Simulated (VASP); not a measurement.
# WC (P-6m2) in VASP: a series of runs

The runs below take WC through single point, relaxation of cell and atoms, with r2SCAN.

All numbers are computed with VASP 6.6.1; they aren't measurements. Logs are shortened: lines on timing, memory, paths and dates and some standing lists are left out, and cuts for length are marked.

## (1) The cell of the first run

It takes space group P-6m2 (No. 187, hexagonal). Conventional cell: a = 2.913 Å, b = 2.913 Å, c = 2.835 Å, α = 90.00°, β = 90.00°, γ = 120.00°. W (site symmetry -6m2) has 6 C at 2.20 Å and 2 W at 2.84 Å within 2.9 Å. Within 2.9 Å of C (site symmetry -6m2) lie 6 W at 2.20 Å and 2 C at 2.84 Å.

## (2) Single point, r2SCAN

File POSCAR:

```
WC
1.0
    2.9125460300      0.0000000000      0.0000000000
   -1.4562730150      2.5223388517      0.0000000000
    0.0000000000      0.0000000000      2.8354994446
W C
1 1
Direct
    0.0000000000      0.0000000000      0.0000000000
    0.6666666667      0.3333333333      0.5000000000
```

File INCAR.step1:

```
SYSTEM = WC
PREC = Accurate
ENCUT = 520
ISMEAR = -1
SIGMA = 0.1
LREAL = .FALSE.
LASPH = .TRUE.
NELM = 100
NBANDS = 16
GGA = PE
ALGO = Normal
EDIFF = 1E-4
LWAVE = .TRUE.
LCHARG = .FALSE.
```

File INCAR.step2:

```
SYSTEM = WC
PREC = Accurate
ENCUT = 520
EDIFF = 1E-7
ISMEAR = -1
SIGMA = 0.1
LREAL = .FALSE.
LASPH = .TRUE.
NELM = 100
ALGO = Normal
ISIF = 2
LWAVE = .FALSE.
LCHARG = .FALSE.
METAGGA = R2SCAN
LMIXTAU = .TRUE.
NBANDS = 16
ISTART = 1
```

File KPOINTS:

```
regular mesh
0
G
  18 18 16
  0 0 0
```

Potentials or basis: VASP PAW PBE potentials, release 64 (W_sv, C).

The run is started by

```console
$ cat potpaw_PBE.64/W_sv/POTCAR potpaw_PBE.64/C/POTCAR > POTCAR
$ cp INCAR.step1 INCAR
$ mpirun -np 1 vasp_std > vasp.out
$ cp INCAR.step2 INCAR
$ mpirun -np 1 vasp_std > vasp.out
```

OUTCAR:

```text
SYSTEM = WC
   PREC = Accurate
   ENCUT = 520
   EDIFF = 1E-7
   ISMEAR = -1
   LREAL = .FALSE.
   LASPH = .TRUE.
   NELM = 100
   ISIF = 2
   METAGGA = R2SCAN
   ISTART = 1

 ion  position               nearest neighbor table
   1  0.000  0.000  0.000-   2 2.20   2 2.20   2 2.20   2 2.20   2 2.20   2 2.20
   2  0.667  0.333  0.500-   1 2.20   1 2.20   1 2.20   1 2.20   1 2.20   1 2.20

  LATTYP: Found a hexagonal cell.
 ALAT       =     2.9125460300
 C/A-ratio  =     0.9735466548

  Lattice vectors:

 A1 = (   2.9125460300,   0.0000000000,   0.0000000000)
 A2 = (  -1.4562730150,   2.5223388517,   0.0000000000)
 A3 = (   0.0000000000,   0.0000000000,   2.8354994446)

Analysis of symmetry for initial positions (statically):
=====================================================================
 Subroutine PRICEL returns:
 Original cell was already a primitive cell.

 Routine SETGRP: Setting up the symmetry group for a
 hexagonal supercell.

 Subroutine GETGRP returns: Found 12 space group operations
 (whereof 12 operations were pure point group operations)
 out of a pool of 24 trial point group operations.

The static configuration has the point symmetry D_3h.

Analysis of symmetry for dynamics (positions and initial velocities):
=====================================================================
 Subroutine PRICEL returns:
 Original cell was already a primitive cell.

 Routine SETGRP: Setting up the symmetry group for a
 hexagonal supercell.

 Subroutine GETGRP returns: Found 12 space group operations
 (whereof 12 operations were pure point group operations)
 out of a pool of 24 trial point group operations.

The dynamic configuration has the point symmetry D_3h.

 Subroutine INISYM returns: Found 12 space group operations
 (whereof 12 operations are pure point group operations),
 and found     1 'primitive' translations

----------------------------------------------------------------------------------------

                                     Primitive cell

  volume of cell :      20.8308

  direct lattice vectors                    reciprocal lattice vectors
     2.912546030  0.000000000  0.000000000     0.343342213  0.198228719  0.000000000
    -1.456273015  2.522338852  0.000000000     0.000000000  0.396457438  0.000000000
     0.000000000  0.000000000  2.835499445     0.000000000  0.000000000  0.352671556

  length of vectors
[... 81 lines left out ...]
   NELM   =    100;   NELMIN=  2; NELMDL=  0     # of ELM steps
   EDIFF  = 0.1E-06   stopping-criterion for ELM
   LREAL  =      F    real-space projection
   EDIFFG = 0.1E-05   stopping-criterion for IOM
   NSW    =      0    number of steps for IOM
   IBRION =     -1    ionic relax: 0-MD 1-quasi-New 2-CG
   NFREE  =      0    steps in history (QN), initial steepest desc. (CG)
   ISIF   =      2    stress and relaxation
   ISYM   =      2    0-nonsym 1-usesym 2-fastsym
   POTIM  = 0.5000    time-step for ionic-motion
   TEBEG  =    0.0;   TEEND  =   0.0 temperature during run
   PSTRESS=    0.0 pullay stress
   NELECT =      18.0000    total number of electrons
   NUPDOWN=      -1.0000    fix difference up-down
   EMIN   =  10.00;   EMAX   =-10.00  energy-range for DOS
   EFERMI =   0.00;   METHOD = LEGACY
   ISMEAR =    -1;   SIGMA  =   0.10  broadening in eV -4-tet -1-fermi 0-gaus
   EFERMI_NEDOS =   21; number of points for ismear=-14 and -15
   IALGO  =     38    algorithm
   IMIX   =      4    mixing-type and parameters
     AMIX     =   0.40;   BMIX     =  1.00
     AMIX_MAG =   1.60;   BMIX_MAG =  1.00
  volume/ion in A,a.u.               =      10.42        70.29
  Fermi-wavevector in a.u.,A,eV,Ry     =   1.559303  2.946655 33.081540  2.431425
  Thomas-Fermi vector in A             =   2.662681
   LORBIT       =      0    0 simple, 1 ext, 2 COOP (PROOUT), +10 PAW based schemes
   METAGGA = R2SCAN    functional components
   LHFCALC =     F    Hartree Fock is set to
   AEXX    =    0.0000 exact exchange contribution
   IVDW    =     0    specifies the selected vdW correction
   LEPSILON=     F    determine dielectric tensor
   LRPA    =     F    only Hartree local field effects (RPA)
 non-spin polarized calculation
  energy-cutoff  :      520.00
  volume of cell :       20.83
 maximum number of plane-waves:       581
 NGX is ok and might be reduce to    24
   NGX = 11   NGY = 11   NGZ = 11

 number of electron      18.0000001 magnetization

 Free energy of the ion-electron system (eV)
  ---------------------------------------------------
  ext. energy  EPLUGINS =         0.00000000
  ---------------------------------------------------
  free energy    TOTEN  =       -61.61680151 eV

  energy without entropy =      -61.60768269  energy(sigma->0) =      -61.61224210

 E-fermi :  10.9264     XC(G=0): -14.9451

 val. band max:       10.9245136535   @ k =   0.3333   0.2222   0.0000
 cond. band min:      10.9328082615   @ k =   0.4444   0.0556   0.5000
 fundamental gap:      0.0082946080
 Fermi energy:        10.9264293215

 k-point     1 :       0.0000    0.0000    0.0000
  band No.  band energies     occupation
      1     -65.0426      2.00000
      2     -28.3446      2.00000
      3     -28.2470      2.00000
      4     -28.2470      2.00000
      5      -4.3028      2.00000
      6       6.4433      2.00000
[... 433 lines left out ...]
      3     -28.5019      2.00000
      4     -28.2287      2.00000
      5      -0.8833      2.00000
      6       3.7633      2.00000
[... 8 lines left out ...]
     15      25.5457      0.00000
     16      29.3876      0.00000

 [... further k-points ...]

------------------------ aborting loop because EDIFF is reached ----------------------------------------

  FORCE on cell =-STRESS in cart. coord.  units (eV):
  Direction    XX          YY          ZZ          XY          YZ          ZX
  --------------------------------------------------------------------------------------
  -------------------------------------------------------------------------------------
  Total        0.2357578      0.2357578      0.2812215      0.0000000     -0.0000000      0.0000000
  in kB       18.1330522     18.1330522     21.6298414      0.0000000     -0.0000000      0.0000000
  external PRESSURE =      19.2986486 kB  Pullay stress =       0.0000000 kB

 VOLUME and BASIS-vectors are now :
 -----------------------------------------------------------------------------
  energy-cutoff  :      520.00
  volume of cell :       20.83
      direct lattice vectors                 reciprocal lattice vectors
     2.912546030  0.000000000  0.000000000     0.343342213  0.198228719  0.000000000
    -1.456273015  2.522338852  0.000000000     0.000000000  0.396457438  0.000000000
     0.000000000  0.000000000  2.835499445     0.000000000  0.000000000  0.352671556

 POSITION                                       TOTAL-FORCE (eV/Angst)
 -----------------------------------------------------------------------------------
      0.00000      0.00000      0.00000         0.000000     -0.000000      0.000000
      1.45627      0.84078      1.41775        -0.000000      0.000000      0.000000
 -----------------------------------------------------------------------------------
    total drift:                               -0.000000      0.000000      0.000000

  FREE ENERGIE OF THE ION-ELECTRON SYSTEM (eV)
  ---------------------------------------------------
  free  energy   TOTEN  =       -61.6168015124 eV

  energy  without entropy=      -61.6076826855  energy(sigma->0) =      -61.61224210
```

OUTCAR.step1:

```text
SYSTEM = WC
   PREC = Accurate
   ENCUT = 520
   ISMEAR = -1
   LREAL = .FALSE.
   LASPH = .TRUE.
[... 678 lines left out ...]
      0.00000      0.00000      0.00000        -0.000000      0.000000      0.000000
      1.45627      0.84078      1.41775         0.000000     -0.000000      0.000000
 -----------------------------------------------------------------------------------
    total drift:                               -0.000000      0.000000      0.000000

  FREE ENERGIE OF THE ION-ELECTRON SYSTEM (eV)
  ---------------------------------------------------
  free  energy   TOTEN  =       -22.4493302435 eV

  energy  without entropy=      -22.4391680991  energy(sigma->0) =      -22.44424917
```

OSZICAR.step1:

```text
N       E                     dE             d eps       ncg     rms          rms(c)
DAV:   1     0.110056937344E+03    0.11006E+03   -0.93720E+03 10688   0.126E+03
DAV:   2    -0.222852772840E+02   -0.13234E+03   -0.12790E+03 12664   0.336E+02
DAV:   3    -0.255064918440E+02   -0.32212E+01   -0.32087E+01 11904   0.499E+01
DAV:   4    -0.255237463478E+02   -0.17255E-01   -0.17254E-01 13800   0.409E+00
DAV:   5    -0.255238738185E+02   -0.12747E-03   -0.12747E-03 11872   0.335E-01    0.322E+01
DAV:   6    -0.225329432700E+02    0.29909E+01   -0.57866E+00 12912   0.258E+01    0.845E+00
DAV:   7    -0.224773829931E+02    0.55560E-01   -0.42610E-01 11176   0.503E+00    0.620E+00
DAV:   8    -0.224505139609E+02    0.26869E-01   -0.63353E-02 12000   0.217E+00    0.107E+00
DAV:   9    -0.224493897814E+02    0.11242E-02   -0.29198E-03 11864   0.427E-01    0.121E-01
DAV:  10    -0.224493302435E+02    0.59538E-04   -0.29353E-04 12656   0.194E-01
   1 F= -.22449330E+02 E0= -.22444249E+02  d E =-.101621E-01
```

It took 2.3 min on 1 thread of Intel Xeon Platinum 8488C (Sapphire Rapids), shared host; peak memory 0.23 GiB.

Results:

```yaml
Free_energy: -61.6168 eV
Pressure: 1.9 GPa
Band_gap_on_the_k_mesh: zero (band 9 reaches 11.67 eV, above the bottom of band 10 at 10.34 eV)
```

Stress tensor (GPa, compression positive):
```
1.81 0.00 0.00
0.00 1.81 0.00
0.00 0.00 2.16
```

Caveat: the PAW data sets were made with another functional, which shifts forces and pressure a little; spin-orbit coupling is left out, which moves the levels of the heavy elements.

## (3) Relaxation of cell and atoms, r2SCAN

This run uses another cell than the first one, of 10.38 Å³/atom, 0.996 times its volume.

File POSCAR:

```
WC
1.0
    2.9065000000      0.0000000000      0.0000000000
   -1.4532500000      2.5171028361      0.0000000000
    0.0000000000      0.0000000000      2.8366000000
W C
1 1
Direct
    0.0000000000      0.0000000000      0.0000000000
    0.6666666667      0.3333333333      0.5000000000
```

File INCAR.step1:

```
PREC = Accurate
ENCUT = 600
ISMEAR = -1
SIGMA = 0.1
LREAL = F
LASPH = T
NELM = 100
GGA = PE
ALGO = Normal
EDIFF = 1E-4
LWAVE = T
LCHARG = F
```

File INCAR.step2:

```
PREC = Accurate
ENCUT = 600
EDIFF = 1E-7
ISMEAR = -1
SIGMA = 0.1
LREAL = F
LASPH = T
NELM = 100
ALGO = Normal
ISIF = 3
LWAVE = F
LCHARG = F
METAGGA = R2SCAN
LMIXTAU = T
IBRION = 2
NSW = 100
EDIFFG = -0.002
ISTART = 1
```

File KPOINTS:

```
regular mesh
0
Gamma
  18 18 16
```

Potentials or basis: VASP PAW PBE potentials, release 64 (W_sv, C).

The run is started by

```console
$ cat potpaw_PBE.64/W_sv/POTCAR potpaw_PBE.64/C/POTCAR > POTCAR
$ cp INCAR.step1 INCAR
$ mpirun -np 1 vasp_std > vasp.out
$ cp INCAR.step2 INCAR
$ mpirun -np 1 vasp_std > vasp.out
```

OUTCAR:

```text
PREC = Accurate
   ENCUT = 600
   EDIFF = 1E-7
   ISMEAR = -1
   LREAL = F
   LASPH = T
   NELM = 100
   ISIF = 3
   METAGGA = R2SCAN
   IBRION = 2
   NSW = 100
   EDIFFG = -0.002
   ISTART = 1

 ion  position               nearest neighbor table
   1  0.000  0.000  0.000-   2 2.20   2 2.20   2 2.20   2 2.20   2 2.20   2 2.20
   2  0.667  0.333  0.500-   1 2.20   1 2.20   1 2.20   1 2.20   1 2.20   1 2.20

  LATTYP: Found a hexagonal cell.
 ALAT       =     2.9065000000
 C/A-ratio  =     0.9759504559

  Lattice vectors:

 A1 = (   2.9065000000,   0.0000000000,   0.0000000000)
 A2 = (  -1.4532500000,   2.5171028361,   0.0000000000)
 A3 = (   0.0000000000,   0.0000000000,   2.8366000000)

Analysis of symmetry for initial positions (statically):
=====================================================================
 Subroutine PRICEL returns:
[... 448 lines left out ...]
      6       6.4062      2.00000
      7       7.3825      2.00000
      8       7.3825      2.00000
      9      10.9700      0.51010
     10      14.2297      0.00000
     11      14.2297      0.00000
     12      16.7723      0.00000
     13      16.7723      0.00000
[... 354 lines left out ...]
  band No.  band energies     occupation
      1     -65.0535      2.00000
      2     -29.1034      2.00000
      3     -28.5729      2.00000
      4     -28.3046      2.00000
      5      -0.9282      2.00000
      6       3.7231      2.00000
      7       7.1396      2.00000
      8       7.2549      2.00000
      9      10.3089      1.99217
     10      12.8134      0.00000
     11      14.5524      0.00000
     12      15.8161      0.00000
     13      18.7553      0.00000

 [... further k-points ...]

------------------------ aborting loop because EDIFF is reached ----------------------------------------

  FORCE on cell =-STRESS in cart. coord.  units (eV):
  Direction    XX          YY          ZZ          XY          YZ          ZX
  --------------------------------------------------------------------------------------
  -------------------------------------------------------------------------------------
  Total       -0.0001751     -0.0001751      0.0001306      0.0000000     -0.0000000     -0.0000000
  in kB       -0.0134052     -0.0134052      0.0099978      0.0000000     -0.0000000     -0.0000000
  external PRESSURE =      -0.0056042 kB  Pullay stress =       0.0000000 kB
[... 17 lines left out ...]
  FREE ENERGIE OF THE ION-ELECTRON SYSTEM (eV)
  ---------------------------------------------------
  free  energy   TOTEN  =       -61.6191873044 eV

  energy  without entropy=      -61.6100662232  energy(sigma->0) =      -61.61462676

 reached required accuracy - stopping structural energy minimisation
```

It took 14 min on 1 thread of Intel Xeon Platinum 8488C (Sapphire Rapids), shared host; peak memory 0.26 GiB.

Results:

| Property | Result |
| --- | --- |
| Free energy | -61.6192 eV |
| Relaxed volume | 10.46 Å³/atom |
| Relaxed cell | a = 2.917 Å, b = 2.917 Å, c = 2.840 Å, α = 90.00°, β = 90.00°, γ = 120.00° |
| Space group after relaxing (to 0.05 Å) | P-6m2 (No. 187) |
| Energy gained by relaxing | 0.9 meV/atom |
| Ionic steps | 8 |
| Pressure after relaxing | 0.0 GPa |
| Band gap on the k mesh | zero (band 9 reaches 11.60 eV, above the bottom of band 10 at 10.28 eV) |

Step by step:
```csv
step,energy change (eV),largest force (eV/Å),pressure (GPa),volume (Å³)
1,0.0000,0.0000,3.27,20.75
2,0.0110,0.0000,-8.55,21.40
3,-0.0018,0.0000,-0.11,20.93
4,-0.0018,0.0000,-0.04,20.92
5,-0.0018,0.0000,0.14,20.92
6,-0.0019,0.0000,0.04,20.92
7,-0.0019,0.0000,-0.08,20.93
8,-0.0019,0.0000,0.00,20.92
```

Final structure:
```xyz
2
Lattice="2.9168 0.0000 0.0000 -1.4584 2.5260 0.0000 0.0000 0.0000 2.8398" Properties=species:S:1:pos:R:3 pbc="T T T"
W     0.0000    0.0000    2.8398
C     1.4584    0.8420    1.4199
```

Caveat: the PAW data sets were made with another functional, which shifts forces and pressure a little; spin-orbit coupling is left out, which moves the levels of the heavy elements. Zero-point motion and thermal expansion aren't in these numbers.
